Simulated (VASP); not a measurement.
# GaSi16O32 (a cell with a defect) in VASP: further runs, part 2 of 2

VASP 6.6.1. Earlier steps stand in the parts before.

## 3. Single point, PBEsol, collinear spin, ferromagnetic start

INCAR

```
ALGO = Normal
EDIFF = 1E-6
ENCUT = 520
GGA = PS
GGA_COMPAT = False
ISIF = 2
ISMEAR = -1
ISPIN = 2
LASPH = True
LCHARG = False
LORBIT = 11
LREAL = Auto
LWAVE = False
MAGMOM = 0 0 0 0 0 0 0 0 0 0 0 0 0 0 0 0 0 0 0 0 0 0 0 0 0 0 0 0 0 0 0 0 0 0 0 0 0 0 0 0 0 0 0 0 0 0 0 0 0.2
NBANDS = 168
NELM = 200
PREC = Accurate
SIGMA = 0.02
```

KPOINTS

```
k-points
0
Gamma
  1 1 1
```

POSCAR

```
GaSi16O32
1.0
  -10.0000000000      0.0000000000      0.0000000000
    0.0000000000     -8.7300000000      0.0000000000
    0.0000000000      0.0000000000      8.2010000000
Si O Ga
16 32 1
Direct
    0.5067600000      0.3178579611      0.5479331789
    0.5172100000      0.7132187858      0.0627240580
    0.5619600000      0.3667697595      0.9332154615
    0.4533500000      0.6594043528      0.4305694428
    0.1979500000      0.8242268041      0.5566882088
    0.2985500000      0.1820160367      0.0303743446
    0.2638500000      0.8490378007      0.9453359346
    0.2407700000      0.1673081329      0.4218875747
    0.9708600000      0.3302978236      0.5709303743
    0.0099600000      0.6751546392      0.0618948909
    0.0334900000      0.3549026346      0.9350201195
    0.9363400000      0.6595761741      0.4305816364
    0.6843500000      0.7992898053      0.5867577125
    0.8090600000      0.1623940435      0.0614925009
    0.7577200000      0.8327949599      0.9639312279
    0.7446400000      0.1210423826      0.4341665651
    0.5104500000      0.6756471936      0.2487257652
    0.5485600000      0.3772508591      0.7254846970
    0.4598500000      0.4679152348      0.4540178027
    0.5891500000      0.5488316151     -0.0090964517
    0.6207400000      0.2418098511      0.4449335447
    0.3619700000      0.7192554410      1.0221070601
    0.4205600000      0.2871248568      0.0016827216
    0.5397400000      0.7321764032      0.5727472259
    0.2431400000      0.1745704467      0.2219241556
    0.2538700000      0.7864261168      0.7517010121
    0.2028300000     -0.0013516609      0.5000121936
    0.3280000000      0.0185681558     -0.0470064626
    0.3071700000      0.7447766323      0.4321911962
    0.1869600000      0.2745704467      0.9168759907
    0.1191700000      0.8402290951      0.0558224607
    0.3665400000      0.2007560137      0.5384221436
   -0.0006400000      0.6140320733      0.2432995976
   -0.0519600000      0.3276174112      0.7600902329
    0.9319500000      0.4824169530      0.4715034752
    0.0459900000      0.5358991982     -0.0614559200
    0.1255800000      0.2808247423      0.5077917327
    0.8569000000      0.7191638030      1.0564321424
    0.9482500000      0.2632875143      0.0664553103
    0.0455500000      0.7842840779      0.4990245092
    0.7686700000      0.1053608247      0.2401170589
    0.7413900000      0.7800687285      0.7724789660
    0.7063700000     -0.0255899198      0.5403975125
    0.8441100000     -0.0068384880     -0.0404218998
    0.7763800000      0.6892325315      0.4873917815
    0.6980300000      0.2757044674      0.9742226558
    0.6132400000      0.8676288660      0.0487989270
    0.8675800000      0.1879954181      0.5161931472
    0.5249700000      0.0251546392      0.7590537739
```

Potentials or basis: VASP PAW PBE potentials, release 64 (Si, O, Ga_d).

Command:

```sh
> cat potpaw_PBE.64/Si/POTCAR potpaw_PBE.64/O/POTCAR potpaw_PBE.64/Ga_d/POTCAR > POTCAR
> mpirun -np 1 vasp_gam > vasp.out
```

OUTCAR:

```text
EDIFF = 1E-6
   ENCUT = 520
   GGA = PS
   ISIF = 2
   ISMEAR = -1
   ISPIN = 2
   LASPH = True
   LORBIT = 11
   LREAL = Auto
   NELM = 200
   PREC = Accurate

 ion  position               nearest neighbor table
   1  0.507  0.318  0.548-  21 1.57  19 1.59  18 1.60  32 1.74  16 3.08   8 3.14
   2  0.517  0.713  0.063-  17 1.56  22 1.59  47 1.66  20 1.71  15 2.74   7 2.96   4 3.12
   3  0.562  0.367  0.933-  46 1.61  23 1.67  20 1.68  18 1.71
   4  0.453  0.659  0.431-  24 1.58  17 1.60  29 1.64  19 1.68  13 2.91   5 3.11   2 3.12
   5  0.198  0.824  0.557-  27 1.59  40 1.63  29 1.65  26 1.73   4 3.11
   6  0.299  0.182  0.030-  23 1.54  28 1.59  30 1.66  25 1.67   7 3.01
   7  0.264  0.849  0.945-  28 1.61  22 1.63  26 1.68  31 1.71   2 2.96   6 3.01  10 3.11
   8  0.241  0.167  0.422-  32 1.61  25 1.64  27 1.65  37 1.67   1 3.14
   9  0.971  0.330  0.571-  34 1.57  35 1.61  48 1.68  37 1.69  11 3.06  12 3.12  16 3.12
  10  0.010  0.675  0.062-  38 1.58  33 1.58  36 1.62  31 1.81  15 2.98  11 2.99   7 3.11  12 3.11
[... 39 lines left out ...]
  47  0.613  0.868  0.049-  15 1.63   2 1.66
[... 591 lines left out ...]
  external PRESSURE =       5.5730220 kB  Pullay stress =       0.0000000 kB

 VOLUME and BASIS-vectors are now :
 -----------------------------------------------------------------------------
  energy-cutoff  :      520.00
  volume of cell :      715.95
      direct lattice vectors                 reciprocal lattice vectors
   -10.000000000  0.000000000  0.000000000    -0.100000000  0.000000000  0.000000000
     0.000000000 -8.730000000  0.000000000     0.000000000 -0.114547537  0.000000000
     0.000000000  0.000000000  8.201000000     0.000000000  0.000000000  0.121936349

 POSITION                                       TOTAL-FORCE (eV/Angst)
 -----------------------------------------------------------------------------------
     -5.06760     -2.77490      4.49360         2.974159      0.349084      0.687916
     -5.17210     -6.22640      0.51440        -0.924927      2.415894     -0.644439
     -5.61960     -3.20190      7.65330         0.752808     -1.345133     -2.146805
     -4.53350     -5.75660      3.53110         1.509912      2.681793     -1.027172
     -1.97950     -7.19550      4.56540        -1.324090     -0.071563      0.334529
     -2.98550     -1.58900      0.24910         3.731749     -1.770402      0.958597
[... 41 lines left out ...]
     -8.67580     -1.64120      4.23330        -3.737641     -2.261080      1.415118
     -5.24970     -0.21960      6.22500         0.344027     -0.117574      0.120500
 -----------------------------------------------------------------------------------
    total drift:                               -0.006359     -0.004780     -0.014462

  FREE ENERGIE OF THE ION-ELECTRON SYSTEM (eV)
  ---------------------------------------------------
  free  energy   TOTEN  =      -387.4155624071 eV

  energy  without entropy=     -387.4152362345  energy(sigma->0) =     -387.41539932

 total charge

# of ion       s       p       d       tot
------------------------------------------
    1        0.649   1.009   0.000   1.659
    2        0.658   1.002   0.000   1.659
    3        0.614   0.898   0.000   1.512
    4        0.645   0.989   0.000   1.634
    5        0.635   0.942   0.000   1.577
    6        0.651   1.013   0.000   1.664
[... 41 lines left out ...]
   48        1.548   3.727   0.000   5.275
   49        1.223   0.325   9.933  11.481
--------------------------------------------------
tot         61.109 133.099   9.933 204.141

 magnetization (x)

# of ion       s       p       d       tot
------------------------------------------
    1       -0.000   0.001   0.000   0.001
    2        0.003   0.002   0.000   0.005
    3       -0.000   0.000   0.000   0.000
    4        0.002   0.001   0.000   0.003
    5        0.004   0.002   0.000   0.006
    6        0.002   0.002   0.000   0.003
[... 41 lines left out ...]
   48        0.000   0.000   0.000   0.000
   49       -0.003   0.232  -0.001   0.228
--------------------------------------------------
tot          0.064   0.347  -0.001   0.410
```

stdout:

```text
POSCAR found type information on POSCAR SiO Ga
 POSCAR found :  3 types and      49 ions
 scaLAPACK will be used
 -----------------------------------------------------------------------------
|                                                                             |
|                                                                             |
|     You enforced a specific xc type in the INCAR file but a different       |
|     I HOPE YOU KNOW WHAT YOU ARE DOING!                                     |
|                                                                             |
 -----------------------------------------------------------------------------

 LDA part: xc-table for (Slater+PW92), standard interpolation
 POSCAR, INCAR and KPOINTS ok, starting setup
 FFT: planning ... GRIDC
 FFT: planning ... GRID_SOFT
 FFT: planning ... GRID
 WAVECAR not read
 entering main loop
```

Wall time 12 min (1 thread of AMD EPYC 7R13, shared host); peak memory 0.95 GiB.

Results:

| Quantity | Value |
| --- | --- |
| Free energy | -387.4156 eV |
| Pressure | 0.6 GPa |
| Largest force | 4.715 eV/Å |
| Band gap on the k mesh | 0.29 eV |
| Net moment | 1.00 μB per cell |
| Site moments | Si +0.00, +0.01; O +0.00, +0.04, +0.01, +0.02; Ga +0.23 μB |
| Valence electrons inside the program's atomic spheres | Si 1.66, 1.51, 1.63, 1.58, 1.59, 1.57, 1.62, 1.64, 1.75, 1.56, 1.73; O 5.29, 5.18, 5.22, 5.13, 5.26, 5.23, 5.25, 5.28, 5.17, 5.11, 5.24, 5.19, 5.15, 5.05, 5.20, 5.16, 5.27, 5.14, 5.21; Ga 11.48 |

Forces in eV/Å, atoms in the order of the input:
```
Si   2.974  0.349  0.688
Si  -0.925  2.416 -0.644
Si   0.753 -1.345 -2.147
Si   1.510  2.682 -1.027
Si  -1.324 -0.072  0.335
Si   3.732 -1.770  0.959
Si   2.138  2.266 -0.814
Si   2.314  0.190  2.195
Si  -1.218  2.285 -3.046
Si  -2.376 -2.149  0.739
Si  -1.415  2.353 -2.828
Si  -0.226  0.439 -1.510
Si  -1.337 -0.204  2.716
Si  -0.813  1.171 -1.605
Si  -1.327 -1.513 -2.330
Si   2.183 -0.936 -1.393
O   -0.618 -0.340  2.659
O   -0.248 -0.084  2.767
O    0.979 -2.679 -0.794
O    1.084 -0.020 -0.241
O   -1.035  0.990 -0.805
O    0.907 -0.873 -0.836
O   -4.234 -2.072  0.087
O    1.026 -0.187  0.372
O   -0.873  0.140 -0.030
O    1.587 -1.185 -1.138
O    0.017 -0.998 -0.575
O   -0.068  0.921  0.013
O   -0.199  1.184  0.573
O    1.830 -0.161  0.941
O    0.142  2.310 -1.695
O   -3.241 -1.393 -0.034
O   -0.455 -0.595  2.301
O   -1.085 -0.479  2.526
O   -0.344  1.861  2.150
O   -0.504 -1.683  0.607
O    1.003 -0.168 -0.482
O    2.110 -0.465 -1.124
O    0.948  0.492  1.005
O    1.064  1.322  0.920
O    0.236  0.518  0.080
O    0.218 -0.106  1.057
O    0.553  0.107 -0.785
O    1.231 -2.670  0.908
O   -3.226  0.435 -2.901
O   -0.369  1.014  0.851
O    0.315  1.082 -0.197
O   -3.738 -2.261  1.415
Ga   0.344 -0.118  0.120
```

Caveat: the k points lie up to 0.77 Å⁻¹ apart; the PAW data sets were made with another functional, which shifts forces and pressure a little.
